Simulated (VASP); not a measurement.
Here is a VASP 6.6.1 calculation.

File INCAR:

```
SYSTEM = KCl
PREC = Accurate
ENCUT = 500
EDIFF = 1E-6
ISMEAR = 0
SIGMA = 0.02
LREAL = .FALSE.
LASPH = .TRUE.
NELM = 120
ALGO = Normal
ISIF = 2
LWAVE = .FALSE.
LCHARG = .FALSE.
GGA = PE
NBANDS = 15
GGA_COMPAT = .FALSE.
```

The input KPOINTS:

```
Automatic mesh
0
Gamma
  6 6 6
  0.5 0.5 0.5
```

The input POSCAR:

```
KCl
1.0
    3.8339000000      0.0000000000      0.0000000000
    0.0000000000      3.8339000000      0.0000000000
    0.0000000000      0.0000000000      3.8339000000
K Cl
1 1
Direct
    0.0000000000      0.0000000000      0.0000000000
    0.5000000000      0.5000000000      0.5000000000
```

Potentials or basis: VASP PAW PBE potentials, release 64 (K_sv, Cl).

Launch:

```sh
$ cat potpaw_PBE.64/K_sv/POTCAR potpaw_PBE.64/Cl/POTCAR > POTCAR
$ mpirun -np 1 vasp_std > vasp.out
```

Estimate the pressure.

0.0 GPa.

Predict the band gap on the k mesh.

5.43 eV, indirect (least direct gap 5.59 eV).

A k mesh can miss the band edges. As with any semilocal functional, this PBE gap is likely too small.
